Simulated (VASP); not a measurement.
Wanted: the native input for a VASP 6.6.1 run.

* Task: single point
* Functional: PBE
* Potentials or basis: VASP PAW PBE potentials, release 64 (Au)
* Cutoff: 520 eV
* k mesh: 11 × 11 × 11
* Occupations: gaussian, width 0.014 eV
* Spin: no spin polarisation
* Dipole correction: no
* Further INCAR settings: ALGO = Normal; EDIFF = 1e-06; NBANDS = 12

The structure of Au lies in POSCAR:

```
Au
1.0
    0.0000000000      2.0350000000      2.0350000000
    2.0350000000      0.0000000000      2.0350000000
    2.0350000000      2.0350000000      0.0000000000
Au
1
Direct
    0.0000000000      0.0000000000      0.0000000000
```

These files were run (other wordings do the same):

INCAR

```
SYSTEM = Au
PREC = Accurate
ENCUT = 520
EDIFF = 1E-6
ISMEAR = 0
SIGMA = 0.014
LREAL = .False.
LASPH = .True.
NELM = 60
ALGO = Normal
ISIF = 2
LWAVE = .False.
LCHARG = .True.
GGA = PE
LELF = .True.
LVHAR = .True.
NBANDS = 12
```

KPOINTS

```
regular mesh
0
Gamma
  11 11 11
  0 0 0
```

Potentials or basis: VASP PAW PBE potentials, release 64 (Au).

Command:

```console
$ cat potpaw_PBE.64/Au/POTCAR > POTCAR
$ mpirun -np 1 vasp_std > vasp.out
```

It gave:

The pressure is 10.5 GPa.

Wall time 14 s on 1 thread of Intel Xeon 8259CL, on a shared host, peak memory 0.14 GiB.
